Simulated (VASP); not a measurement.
# SnO2 (I4_1/amd) in VASP: further runs, part 2 of 2

VASP 6.6.1. Earlier steps stand in the parts before.

### Step 3. Single point, LDA

This run uses another cell than the first one, of 13.39 Å³/atom.

Contents of INCAR:

```
SYSTEM = SnO2
ALGO     = Normal         ! electronic algorithm
EDIFF    = 1E-6           ! SCF threshold, eV
ENCUT    = 520            ! plane-wave cutoff, eV
GGA      = CA             ! functional
ISIF     = 2              ! what is computed and relaxed
ISMEAR   = 0              ! smearing method
LASPH    = .TRUE.         ! aspherical terms in the spheres
LCHARG   = .TRUE.         ! write CHGCAR
LELF     = .TRUE.         ! ELF
LREAL    = .FALSE.        ! projectors in reciprocal space
LVHAR    = .TRUE.       
LWAVE    = .FALSE.        ! write WAVECAR
NBANDS   = 35             ! bands
NELM     = 60             ! most SCF steps
PREC     = Accurate       ! precision mode
SIGMA    = 0.02           ! smearing width, eV
```

Contents of KPOINTS:

```
k-points
0
G
  10 10 10
  0 0 0
```

Contents of POSCAR:

```
SnO2
1.0
   -1.9861130365      1.9861130365      5.0901677903
    1.9861130365     -1.9861130365      5.0901677903
    1.9861130365      1.9861130365     -5.0901677903
Sn O
2 4
Direct
    0.7500000000      0.2500000000      0.5000000000
    0.0000000000      0.0000000000      0.0000000000
    0.7969975834      0.7969975834      0.0000000000
    0.9530024166      0.4530024166      0.5000000000
    0.2030024166      0.2030024166      0.0000000000
    0.5469975834      0.0469975834      0.5000000000
```

Potentials or basis: VASP PAW LDA potentials, release 64 (Sn_d, O).

Launch:

```console
cat potpaw_LDA.64/Sn_d/POTCAR potpaw_LDA.64/O/POTCAR > POTCAR
mpirun -np 1 vasp_std > vasp.out
```

OUTCAR:

```text
SYSTEM = SnO2
   EDIFF = 1E-6
   ENCUT = 520
   GGA = CA
   ISIF = 2
   ISMEAR = 0
   LASPH = .TRUE.
   LREAL = .FALSE.
   NELM = 60
   PREC = Accurate

 ion  position               nearest neighbor table
   1  0.750  0.250  0.500-   3 2.04   5 2.04   3 2.04   5 2.04   4 2.07   6 2.07   2 3.23   2 3.23
                             2 3.23   2 3.23
   2  0.000  0.000  0.000-   6 2.04   4 2.04   6 2.04   4 2.04   3 2.07   5 2.07   1 3.23   1 3.23
                             1 3.23   1 3.23
   3  0.797  0.797  0.000-   1 2.04   1 2.04   2 2.07
   4  0.953  0.453  0.500-   2 2.04   2 2.04   1 2.07
   5  0.203  0.203  0.000-   1 2.04   1 2.04   2 2.07
   6  0.547  0.047  0.500-   2 2.04   2 2.04   1 2.07

  LATTYP: Found a body centered tetragonal cell.
 ALAT       =     3.9722260730
 C/A-ratio  =     2.5628792001

  Lattice vectors:

 A1 = (  -1.9861130365,   1.9861130365,   5.0901677903)
 A2 = (   1.9861130365,  -1.9861130365,   5.0901677903)
 A3 = (   1.9861130365,   1.9861130365,  -5.0901677903)

Analysis of symmetry for initial positions (statically):
=====================================================================
 Subroutine PRICEL returns:
 Original cell was already a primitive cell.

 Routine SETGRP: Setting up the symmetry group for a
 body centered tetragonal supercell.

 Subroutine GETGRP returns: Found 16 space group operations
 (whereof  8 operations were pure point group operations)
 out of a pool of 16 trial point group operations.

The static configuration has the point symmetry D_2d.
 The point group associated with its full space group is D_4h.

Analysis of symmetry for dynamics (positions and initial velocities):
=====================================================================
 Subroutine PRICEL returns:
 Original cell was already a primitive cell.

 Routine SETGRP: Setting up the symmetry group for a
 body centered tetragonal supercell.

 Subroutine GETGRP returns: Found 16 space group operations
 (whereof  8 operations were pure point group operations)
 out of a pool of 16 trial point group operations.

The dynamic configuration has the point symmetry D_2d.
 The point group associated with its full space group is D_4h.

 Subroutine INISYM returns: Found 16 space group operations
 (whereof  8 operations are pure point group operations),
 and found     1 'primitive' translations

----------------------------------------------------------------------------------------

                                     Primitive cell

  volume of cell :      80.3156

  direct lattice vectors                    reciprocal lattice vectors
    -1.986113036  1.986113036  5.090167790     0.000000000  0.251748008  0.098228589
     1.986113036 -1.986113036  5.090167790     0.251748008  0.000000000  0.098228589
     1.986113036  1.986113036 -5.090167790     0.251748008  0.251748008  0.000000000

  length of vectors
     5.813699177  5.813699177  5.813699177     0.270233075  0.270233075  0.356025447

  position of ions in fractional coordinates (direct lattice)
     0.750000000  0.250000000  0.500000000
     0.000000000  0.000000000  0.000000000
     0.796997583  0.796997583  0.000000000
     0.953002417  0.453002417  0.500000000
     0.203002417  0.203002417  0.000000000
     0.546997583  0.046997583  0.500000000

[... 39 lines left out ...]
  0.200000 -0.000000  0.000000      8.000000
  0.300000 -0.000000  0.000000      8.000000
  0.400000 -0.000000  0.000000      8.000000
  0.500000 -0.000000  0.000000      4.000000
[... 16 lines left out ...]
  0.300000  0.300000  0.000000      8.000000
  0.400000  0.300000  0.000000     16.000000
 [... further k-points ...]
   k-points           NKPTS =    102   k-points in BZ     NKDIM =    102   number of bands    NBANDS=     35
   number of dos      NEDOS =    301   number of ions     NIONS =      6
   total plane-waves  NPLWV = 110592
   dimension x,y,z NGX =    48 NGY =   48 NGZ =   48
   dimension x,y,z NGXF=    96 NGYF=   96 NGZF=   96
   ions per type =               2   4
   NGX,Y,Z   is equivalent  to a cutoff of  13.73, 13.73, 13.73 a.u.
   NGXF,Y,Z  is equivalent  to a cutoff of  27.45, 27.45, 27.45 a.u.
 SYSTEM =  SnO2
   PREC   = accura    normal or accurate (medium, high low for compatibility)
   ISTART =      0    job   : 0-new  1-cont  2-samecut
   ICHARG =      2    charge: 1-file 2-atom 10-const
   ISPIN  =      1    spin polarized calculation?
   LNONCOLLINEAR =      F non collinear calculations
   LSORBIT =      F    spin-orbit coupling
   LASPH  =      T    aspherical Exc in radial PAW
   ENCUT  =  520.0 eV  38.22 Ry    6.18 a.u.  10.81 10.81 10.81*2*pi/ulx,y,z
   NELM   =     60;   NELMIN=  2; NELMDL= -5     # of ELM steps
   EDIFF  = 0.1E-05   stopping-criterion for ELM
   LREAL  =      F    real-space projection
   EDIFFG = 0.1E-04   stopping-criterion for IOM
   NSW    =      0    number of steps for IOM
   IBRION =     -1    ionic relax: 0-MD 1-quasi-New 2-CG
   NFREE  =      0    steps in history (QN), initial steepest desc. (CG)
   ISIF   =      2    stress and relaxation
   ISYM   =      2    0-nonsym 1-usesym 2-fastsym
   POTIM  = 0.5000    time-step for ionic-motion
   TEBEG  =    0.0;   TEEND  =   0.0 temperature during run
   PSTRESS=    0.0 pullay stress
   NELECT =      52.0000    total number of electrons
   NUPDOWN=      -1.0000    fix difference up-down
   EMIN   =  10.00;   EMAX   =-10.00  energy-range for DOS
   EFERMI =   0.00;   METHOD = LEGACY
   ISMEAR =     0;   SIGMA  =   0.02  broadening in eV -4-tet -1-fermi 0-gaus
   EFERMI_NEDOS =   21; number of points for ismear=-14 and -15
   IALGO  =     38    algorithm
   IMIX   =      4    mixing-type and parameters
     AMIX     =   0.40;   BMIX     =  1.00
     AMIX_MAG =   1.60;   BMIX_MAG =  1.00
  volume/ion in A,a.u.               =      13.39        90.33
  Fermi-wavevector in a.u.,A,eV,Ry     =   1.416259  2.676341 27.290414  2.005789
  Thomas-Fermi vector in A             =   2.537612
   LORBIT       =      0    0 simple, 1 ext, 2 COOP (PROOUT), +10 PAW based schemes
   GGA     = CA    functional components
   LHFCALC =     F    Hartree Fock is set to
   AEXX    =    0.0000 exact exchange contribution
   IVDW    =     0    specifies the selected vdW correction
   LEPSILON=     F    determine dielectric tensor
   LRPA    =     F    only Hartree local field effects (RPA)
 non-spin polarized calculation
 Gauss-broadening in eV      SIGMA  =   0.02
  energy-cutoff  :      520.00
  volume of cell :       80.32
 maximum number of plane-waves:      2202
 NGX is ok and might be reduce to    48
   NGX = 21   NGY = 21   NGZ = 21

 number of electron      52.0000004 magnetization

 Free energy of the ion-electron system (eV)
  ---------------------------------------------------
  ext. energy  EPLUGINS =         0.00000000
  ---------------------------------------------------
  free energy    TOTEN  =       -41.73511884 eV

  energy without entropy =      -41.73511884  energy(sigma->0) =      -41.73511884

 E-fermi :   4.0366     XC(G=0): -10.9687

 val. band max:        3.9467542543   @ k =   0.3000   0.3000   0.2000
 cond. band min:       5.7120203659   @ k =   0.0000   0.0000   0.0000
 fundamental gap:      1.7652661116
 Fermi energy:         4.0366205848

 k-point     1 :       0.0000    0.0000    0.0000
  band No.  band energies     occupation
      1     -16.3479      2.00000
      2     -16.3259      2.00000
      3     -16.1786      2.00000
      4     -15.6107      2.00000
      5     -15.4837      2.00000
      6     -15.4837      2.00000
[... 901 lines left out ...]
     34      15.1714      0.00000
     35      16.5221      0.00000

 [... further k-points ...]

------------------------ aborting loop because EDIFF is reached ----------------------------------------

  FORCE on cell =-STRESS in cart. coord.  units (eV):
  Direction    XX          YY          ZZ          XY          YZ          ZX
  --------------------------------------------------------------------------------------
  -------------------------------------------------------------------------------------
  Total        0.3992886      0.3992886      0.5818473      0.0000000      0.0000000      0.0000000
  in kB        7.9652153      7.9652153     11.6069904      0.0000000      0.0000000      0.0000000
  external PRESSURE =       9.1791403 kB  Pullay stress =       0.0000000 kB

 VOLUME and BASIS-vectors are now :
 -----------------------------------------------------------------------------
  energy-cutoff  :      520.00
  volume of cell :       80.32
      direct lattice vectors                 reciprocal lattice vectors
    -1.986113036  1.986113036  5.090167790     0.000000000  0.251748008  0.098228589
     1.986113036 -1.986113036  5.090167790     0.251748008  0.000000000  0.098228589
     1.986113036  1.986113036 -5.090167790     0.251748008  0.251748008  0.000000000

 POSITION                                       TOTAL-FORCE (eV/Angst)
 -----------------------------------------------------------------------------------
      0.00000      1.98611      2.54508         0.000000      0.000000      0.000000
      0.00000      0.00000      0.00000         0.000000      0.000000      0.000000
      0.00000      0.00000      8.11370         0.000000     -0.000000     -0.038620
      0.00000      1.98611      4.61172        -0.000000      0.000000      0.038620
      0.00000      0.00000      2.06663         0.000000     -0.000000      0.038620
      0.00000      1.98611      0.47845        -0.000000      0.000000     -0.038620
 -----------------------------------------------------------------------------------
    total drift:                               -0.000000     -0.000000      0.000000

  FREE ENERGIE OF THE ION-ELECTRON SYSTEM (eV)
  ---------------------------------------------------
  free  energy   TOTEN  =       -41.7351188444 eV

  energy  without entropy=      -41.7351188444  energy(sigma->0) =      -41.73511884
```

Run time: 15 min. Hardware: 1 thread of Intel Xeon 8259CL, shared host; peak memory 0.41 GiB.

What came out:

| Item | Value |
| --- | --- |
| Free energy | -41.7351 eV |
| Pressure | 0.9 GPa |
| Largest force | 0.039 eV/Å |
| Band gap on the k mesh | 1.77 eV (least direct gap 2.16 eV) |

Forces on the atoms (eV/Å):
```
Sn   0.000  0.000  0.000
Sn   0.000  0.000  0.000
O    0.000  0.000 -0.039
O    0.000  0.000  0.039
O    0.000  0.000  0.039
O    0.000  0.000 -0.039
```

Caveat: spin-orbit coupling is left out, which moves the levels of the heavy elements.

### Step 4. Single point, LDA

This run uses another cell than the first one, of 13.39 Å³/atom.

Contents of INCAR:

```
SYSTEM = SnO2
PREC = Accurate ; ENCUT = 520
EDIFF = 1E-6 ; ISMEAR = 0
SIGMA = 0.05 ; LREAL = .FALSE.
LASPH = .TRUE. ; NELM = 80
ALGO = Normal ; ISIF = 2
LWAVE = .FALSE. ; LCHARG = .TRUE.
LELF = .TRUE. ; LVHAR = .TRUE.
NBANDS = 35
```

Contents of KPOINTS:

```
Automatic mesh
0
G
  10 10 10
  0 0 0
```

POSCAR is that of step 3.

Launch:

```console
cat potpaw_LDA.64/Sn_d/POTCAR potpaw_LDA.64/O/POTCAR > POTCAR
mpirun -np 1 vasp_std > vasp.out
```

It took 12 min on 1 thread of Intel Xeon 8259CL, shared host; peak memory 0.41 GiB.

Results (log left out):

```yaml
Free_energy: -41.7351 eV
Pressure: 0.9 GPa
Largest_force: 0.039 eV/Å
Band_gap_on_the_k_mesh: 1.77 eV (least direct gap 2.16 eV)
```

Forces on the atoms (eV/Å):
```
Sn   0.000  0.000  0.000
Sn   0.000  0.000  0.000
O    0.000  0.000 -0.039
O    0.000  0.000  0.039
O    0.000  0.000  0.039
O    0.000  0.000 -0.039
```

Stress tensor (GPa, compression positive):
```
0.80 0.00 0.00
0.00 0.80 0.00
0.00 0.00 1.16
```

Levels at points of the mesh, in eV from the valence-band top:
| k point | band 23 | band 24 | band 25 | band 26 | band 27 | band 28 | band 29 | band 30 |
| --- | --- | --- | --- | --- | --- | --- | --- | --- |
| (0.00, 0.00, 0.00) | -0.68 | -0.68 | -0.39 | -0.39 | 1.77 | 5.69 | 9.11 | 9.69 |
| (0.50, 0.00, 0.00) | -0.79 | -0.77 | -0.58 | -0.37 | 5.07 | 6.29 | 7.87 | 8.58 |
| (0.50, 0.50, 0.00) | -0.81 | -0.81 | -0.04 | -0.04 | 7.41 | 7.41 | 7.64 | 7.64 |
| (0.50, 0.50, 0.50) | -1.05 | -1.05 | -0.29 | -0.29 | 4.41 | 4.41 | 7.45 | 7.45 |

Caveat: spin-orbit coupling is left out, which moves the levels of the heavy elements.

### Step 5. Summary

| cell | k mesh | smearing | gap on the mesh (eV) | pressure (GPa) | largest force (eV/Å) |
| --- | --- | --- | --- | --- | --- |
| a = 5.853 Å, angles 140.0, 140.0, 57.8°, 6 atoms, atomic positions A | 6 × 6 × 6 | gaussian 0.1 eV | 1.53 | -3.0 | 0.16 |
| a = 5.814 Å, angles 140.0, 140.0, 57.8°, 6 atoms, atomic positions B | 10 × 10 × 10 | gaussian 0.02 eV | 1.77 | 0.9 | 0.04 |
| a = 5.814 Å, angles 140.0, 140.0, 57.8°, 6 atoms, atomic positions B | 10 × 10 × 10 | gaussian 0.05 eV | 1.77 | 0.9 | 0.04 |

Alike in all rows: task single point; level LDA; potentials or basis VASP PAW LDA potentials, release 64 (Sn_d, O); no spin polarisation; cutoff (eV) 520.

Caveats: spin-orbit coupling is left out, which moves the levels of the heavy elements; the cell stands under tension (at least some runs).

Absolute energies hang on the potentials; compare differences alone.
